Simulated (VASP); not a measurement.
# RbBr in VASP: single point with LDA

Aim: the single point of RbBr with LDA.

Everything below comes from runs of VASP 6.6.1. Logs are shortened: lines on timing, memory, paths and dates and some standing lists are left out, and cuts for length are marked.

**1. The cell of the first run**

The cell holds a slab with vacuum, 6 atoms: a = 4.847 Å, b = 4.847 Å, c = 29.894 Å, α = 90.00°, β = 90.00°, γ = 120.00°.

**2. Single point, LDA**

INCAR

```
SYSTEM = RbBr
  ALGO = Normal
  DIPOL = 0.5 0.5 0.493
  EDIFF = 1E-6
  ENCUT = 520
  IDIPOL = 3
  ISIF = 2
  ISMEAR = 0
  LASPH = .True.
  LCHARG = .False.
  LDIPOL = .True.
  LREAL = .False.
  LWAVE = .False.
  NBANDS = 33
  NELM = 60
  PREC = Accurate
  SIGMA = 0.05
```

KPOINTS

```
k-points
0
Gamma
  6 6 1
  0 0 0
```

POSCAR

```
RbBr
1.0
    4.8472169894     -0.0000000029      0.0000000000
   -2.4236084922      4.1978130519      0.0000000000
    0.0000000000      0.0000000000     29.8943400590
Br Rb
3 3
Direct
    0.3333333333      0.6666666667      0.3345114821
    0.0000000000      0.0000000000      0.4669022964
    0.6666666667      0.3333333333      0.5918204384
    0.6666666667      0.3333333333      0.4007068893
    0.3333333333      0.6666666667      0.5187842938
    0.0000000000      0.0000000000      0.6439058311
```

Potentials or basis: VASP PAW LDA potentials, release 64 (Br, Rb_sv).

Run with:

```sh
> cat potpaw_LDA.64/Br/POTCAR potpaw_LDA.64/Rb_sv/POTCAR > POTCAR
> mpirun -np 1 vasp_std > vasp.out
```

OUTCAR:

```text
SYSTEM = RbBr
   EDIFF = 1E-6
   ENCUT = 520
   ISIF = 2
   ISMEAR = 0
   LASPH = .True.
   LREAL = .False.
   NELM = 60
   PREC = Accurate

 ion  position               nearest neighbor table
   1  0.333  0.667  0.335-   4 3.43   4 3.43   4 3.43
   2  0.000  0.000  0.467-   5 3.20   5 3.20   5 3.20   4 3.43   4 3.43   4 3.43
   3  0.667  0.333  0.592-   6 3.20   6 3.20   6 3.20   5 3.55   5 3.55   5 3.55
   4  0.667  0.333  0.401-   2 3.43   2 3.43   2 3.43   1 3.43   1 3.43   1 3.43   5 4.50   5 4.50
                             5 4.50
   5  0.333  0.667  0.519-   2 3.20   2 3.20   2 3.20   3 3.55   3 3.55   3 3.55   4 4.50   4 4.50
                             4 4.50   6 4.67   6 4.67   6 4.67
   6  0.000  0.000  0.644-   3 3.20   3 3.20   3 3.20   5 4.67   5 4.67   5 4.67

  LATTYP: Found a hexagonal cell.
 ALAT       =     4.8472169894
 C/A-ratio  =     6.1673203664

  Lattice vectors:

 A1 = (   4.8472169894,  -0.0000000029,   0.0000000000)
 A2 = (  -2.4236084922,   4.1978130519,   0.0000000000)
 A3 = (   0.0000000000,   0.0000000000,  29.8943400590)

Analysis of symmetry for initial positions (statically):
=====================================================================
 Subroutine PRICEL returns:
 Original cell was already a primitive cell.

 Routine SETGRP: Setting up the symmetry group for a
 hexagonal supercell.

 Subroutine GETGRP returns: Found  6 space group operations
 (whereof  6 operations were pure point group operations)
 out of a pool of 24 trial point group operations.

The static configuration has the point symmetry C_3v.

Analysis of symmetry for dynamics (positions and initial velocities):
=====================================================================
 Subroutine PRICEL returns:
 Original cell was already a primitive cell.

 Routine SETGRP: Setting up the symmetry group for a
 hexagonal supercell.

 Subroutine GETGRP returns: Found  6 space group operations
 (whereof  6 operations were pure point group operations)
 out of a pool of 24 trial point group operations.

The dynamic configuration has the point symmetry C_3v.

 Subroutine INISYM returns: Found  6 space group operations
 (whereof  6 operations are pure point group operations),
 and found     1 'primitive' translations

----------------------------------------------------------------------------------------

                                     Primitive cell

  volume of cell :     608.2814

  direct lattice vectors                    reciprocal lattice vectors
     4.847216989 -0.000000003  0.000000000     0.206303948  0.119109640  0.000000000
    -2.423608492  4.197813052  0.000000000     0.000000000  0.238219279  0.000000000
     0.000000000  0.000000000 29.894340059     0.000000000  0.000000000  0.033451148

  length of vectors
     4.847216989  4.847216989 29.894340059     0.238219279  0.238219279  0.033451148

  position of ions in fractional coordinates (direct lattice)
     0.333333333  0.666666667  0.334511482
     0.000000000  0.000000000  0.466902296
     0.666666667  0.333333333  0.591820438
     0.666666667  0.333333333  0.400706889
     0.333333333  0.666666667  0.518784294
     0.000000000  0.000000000  0.643905831

  ion indices of the primitive-cell ions
   primitive index   ion index
                 1           1
                 2           2
                 3           3
                 4           4
                 5           5
                 6           6

----------------------------------------------------------------------------------------

 KPOINTS: k-points

Automatic generation of k-mesh.
 Grid dimensions read from file:
 generate k-points for:    6    6    1

 Generating k-lattice:

  Cartesian coordinates                     Fractional coordinates (reciprocal lattice)
     0.034383991  0.019851607  0.000000000     0.166666667  0.000000000  0.000000000
     0.000000000  0.039703213  0.000000000    -0.000000000  0.166666667  0.000000000
     0.000000000  0.000000000  0.033451148     0.000000000  0.000000000  1.000000000

  Length of vectors
     0.039703213  0.039703213  0.033451148

  Shift w.r.t. Gamma in fractional coordinates (k-lattice)
     0.000000000  0.000000000  0.000000000

 Subroutine IBZKPT returns following result:
 ===========================================

 Found      7 irreducible k-points:

 Following reciprocal coordinates:
            Coordinates               Weight
  0.000000  0.000000  0.000000      1.000000
  0.166667  0.000000  0.000000      6.000000
  0.333333  0.000000  0.000000      6.000000
  0.500000  0.000000  0.000000      3.000000
  0.166667  0.166667  0.000000      6.000000
  0.333333  0.166667  0.000000     12.000000
  0.333333  0.333333  0.000000      2.000000
   k-points           NKPTS =      7   k-points in BZ     NKDIM =      7   number of bands    NBANDS=     33
   number of dos      NEDOS =    301   number of ions     NIONS =      6
   total plane-waves  NPLWV = 290304
   dimension x,y,z NGX =    36 NGY =   36 NGZ =  224
   dimension x,y,z NGXF=    72 NGYF=   72 NGZF=  448
   ions per type =               3   3
   NGX,Y,Z   is equivalent  to a cutoff of  12.35, 12.35, 12.46 a.u.
   NGXF,Y,Z  is equivalent  to a cutoff of  24.69, 24.69, 24.91 a.u.
 SYSTEM =  RbBr
   PREC   = accura    normal or accurate (medium, high low for compatibility)
   ISTART =      0    job   : 0-new  1-cont  2-samecut
   ICHARG =      2    charge: 1-file 2-atom 10-const
   ISPIN  =      1    spin polarized calculation?
   LNONCOLLINEAR =      F non collinear calculations
   LSORBIT =      F    spin-orbit coupling
   LASPH  =      T    aspherical Exc in radial PAW
   ENCUT  =  520.0 eV  38.22 Ry    6.18 a.u.   9.01  9.01 55.58*2*pi/ulx,y,z
   NELM   =     60;   NELMIN=  2; NELMDL= -5     # of ELM steps
   EDIFF  = 0.1E-05   stopping-criterion for ELM
   LREAL  =      F    real-space projection
   EDIFFG = 0.1E-04   stopping-criterion for IOM
   NSW    =      0    number of steps for IOM
   IBRION =     -1    ionic relax: 0-MD 1-quasi-New 2-CG
   NFREE  =      0    steps in history (QN), initial steepest desc. (CG)
   ISIF   =      2    stress and relaxation
   ISYM   =      2    0-nonsym 1-usesym 2-fastsym
   POTIM  = 0.5000    time-step for ionic-motion
   TEBEG  =    0.0;   TEEND  =   0.0 temperature during run
   PSTRESS=    0.0 pullay stress
   NELECT =      48.0000    total number of electrons
   NUPDOWN=      -1.0000    fix difference up-down
   EMIN   =  10.00;   EMAX   =-10.00  energy-range for DOS
   EFERMI =   0.00;   METHOD = LEGACY
   ISMEAR =     0;   SIGMA  =   0.05  broadening in eV -4-tet -1-fermi 0-gaus
   EFERMI_NEDOS =   21; number of points for ismear=-14 and -15
   IALGO  =     38    algorithm
   IMIX   =      4    mixing-type and parameters
     AMIX     =   0.40;   BMIX     =  1.00
     AMIX_MAG =   1.60;   BMIX_MAG =  1.00
  volume/ion in A,a.u.               =     101.38       684.15
  Fermi-wavevector in a.u.,A,eV,Ry     =   0.702189  1.326944  6.708607  0.493069
  Thomas-Fermi vector in A             =   1.786820
   LORBIT       =      0    0 simple, 1 ext, 2 COOP (PROOUT), +10 PAW based schemes
   GGA     = CA    functional components
   LHFCALC =     F    Hartree Fock is set to
   AEXX    =    0.0000 exact exchange contribution
   IVDW    =     0    specifies the selected vdW correction
   LEPSILON=     F    determine dielectric tensor
   LRPA    =     F    only Hartree local field effects (RPA)
 non-spin polarized calculation
 Gauss-broadening in eV      SIGMA  =   0.05
  energy-cutoff  :      520.00
  volume of cell :      608.28
 maximum number of plane-waves:     16497
 NGX is ok and might be reduce to    36
   NGX = 17   NGY = 17   NGZ =111

 number of electron      47.9999994 magnetization

 dipolmoment           0.000000      0.000000     -0.624313 electrons x Angstroem

 Free energy of the ion-electron system (eV)
  ---------------------------------------------------
  ext. energy  EPLUGINS =         0.00000000
  ---------------------------------------------------
  free energy    TOTEN  =       -17.59417450 eV

  energy without entropy =      -17.58116316  energy(sigma->0) =      -17.58766883

 E-fermi :  -3.0348     XC(G=0):  -3.5822

 val. band max:       -3.0350930237   @ k =   0.1667   0.0000   0.0000
 cond. band min:      -3.0104371108   @ k =   0.0000   0.0000   0.0000
 fundamental gap:      0.0246559129
 Fermi energy:        -3.0347832163

 k-point     1 :       0.0000    0.0000    0.0000
  band No.  band energies     occupation
      1     -31.6002      2.00000
      2     -30.0391      2.00000
      3     -28.3658      2.00000
      4     -19.0761      2.00000
      5     -17.6654      2.00000
      6     -15.7554      2.00000
[... 25 lines left out ...]
     32       1.0974      0.00000
     33       1.6573      0.00000

 k-point     2 :       0.1667    0.0000    0.0000
  band No.  band energies     occupation
      1     -31.5984      2.00000
      2     -30.0372      2.00000
      3     -28.3641      2.00000
      4     -19.0779      2.00000
      5     -17.6684      2.00000
      6     -15.8037      2.00000
[... 25 lines left out ...]
     32       1.3499      0.00000
     33       1.4838      0.00000

 k-point     3 :       0.3333    0.0000    0.0000
  band No.  band energies     occupation
      1     -31.5950      2.00000
      2     -30.0333      2.00000
      3     -28.3609      2.00000
      4     -19.0819      2.00000
      5     -17.6741      2.00000
      6     -15.8352      2.00000
[... 25 lines left out ...]
     32       1.2629      0.00000
     33       1.6762      0.00000

 k-point     4 :       0.5000    0.0000    0.0000
  band No.  band energies     occupation
      1     -31.5932      2.00000
      2     -30.0314      2.00000
      3     -28.3592      2.00000
      4     -19.0841      2.00000
      5     -17.6768      2.00000
      6     -15.8346      2.00000
[... 25 lines left out ...]
     32       1.6409      0.00000
     33       1.6721      0.00000

 k-point     5 :       0.1667    0.1667    0.0000
  band No.  band energies     occupation
      1     -31.5958      2.00000
      2     -30.0343      2.00000
      3     -28.3617      2.00000
      4     -19.0807      2.00000
      5     -17.6727      2.00000
      6     -15.8271      2.00000
[... 25 lines left out ...]
     32       1.2910      0.00000
     33       1.6364      0.00000

 k-point     6 :       0.3333    0.1667    0.0000
  band No.  band energies     occupation
      1     -31.5932      2.00000
      2     -30.0314      2.00000
      3     -28.3592      2.00000
      4     -19.0834      2.00000
      5     -17.6768      2.00000
      6     -15.8384      2.00000
[... 25 lines left out ...]
     32       1.5250      0.00000
     33       1.8743      0.00000

 k-point     7 :       0.3333    0.3333    0.0000
  band No.  band energies     occupation
      1     -31.5924      2.00000
      2     -30.0304      2.00000
      3     -28.3584      2.00000
      4     -19.0837      2.00000
      5     -17.6782      2.00000
      6     -15.8608      2.00000
[... 25 lines left out ...]
     32       1.7066      0.00000
     33       1.8088      0.00000

------------------------ aborting loop because EDIFF is reached ----------------------------------------

 vacuum level on the upper side and lower side of the slab       (xc-potential included)        -2.732         2.721

  FORCE on cell =-STRESS in cart. coord.  units (eV):
  Direction    XX          YY          ZZ          XY          YZ          ZX
  --------------------------------------------------------------------------------------
  -------------------------------------------------------------------------------------
  Total       -0.1711895     -0.1711895     -0.8481721      0.0000000      0.0000000     -0.0000000
  in kB       -0.4509031     -0.4509031     -2.2340353      0.0000000      0.0000000     -0.0000000
  external PRESSURE =      -1.0452805 kB  Pullay stress =       0.0000000 kB

 VOLUME and BASIS-vectors are now :
 -----------------------------------------------------------------------------
  energy-cutoff  :      520.00
  volume of cell :      608.28
      direct lattice vectors                 reciprocal lattice vectors
     4.847216989 -0.000000003  0.000000000     0.206303948  0.119109640  0.000000000
    -2.423608492  4.197813052  0.000000000     0.000000000  0.238219279  0.000000000
     0.000000000  0.000000000 29.894340059     0.000000000  0.000000000  0.033451148

 POSITION                                       TOTAL-FORCE (eV/Angst)
 -----------------------------------------------------------------------------------
      0.00000      2.79854     10.00000         0.000000     -0.000000      0.658351
      0.00000      0.00000     13.95774        -0.000000     -0.000000      0.166721
      2.42361      1.39927     17.69208         0.000000     -0.000000     -0.006754
      2.42361      1.39927     11.97887        -0.000000      0.000000     -0.835149
      0.00000      2.79854     15.50871        -0.000000      0.000000      0.006270
      0.00000      0.00000     19.24914        -0.000000     -0.000000      0.010561
 -----------------------------------------------------------------------------------
    total drift:                               -0.000000     -0.000000     -0.000534

  FREE ENERGIE OF THE ION-ELECTRON SYSTEM (eV)
  ---------------------------------------------------
  free  energy   TOTEN  =       -17.5941744982 eV

  energy  without entropy=      -17.5811631560  energy(sigma->0) =      -17.58766883

 vacuum level on the upper side and lower side of the slab        -0.516         5.038
```

Run time: 10 min. Hardware: 1 thread of Intel Xeon 8259CL, shared host; peak memory 0.49 GiB.

What came out:

* Free energy: -17.5942 eV
* Largest force: 0.835 eV/Å
* Band gap on the k mesh: zero (band 24 reaches -3.01 eV, above the bottom of band 25 at -3.04 eV)

Forces in eV/Å, atoms in the order of the input:
```
Br   0.000  0.000  0.658
Br   0.000  0.000  0.167
Br   0.000  0.000 -0.007
Rb   0.000  0.000 -0.835
Rb   0.000  0.000  0.006
Rb   0.000  0.000  0.011
```

Levels at points of the mesh, in eV from the Fermi level:
```csv
k point,band 22,band 23,band 24,band 25,band 26,band 27
"(0.00, 0.00, 0.00)",-0.37,-0.26,0.02,0.02,1.44,2.44
"(0.50, 0.00, 0.00)",-0.49,-0.14,-0.07,1.46,1.78,2.24
```
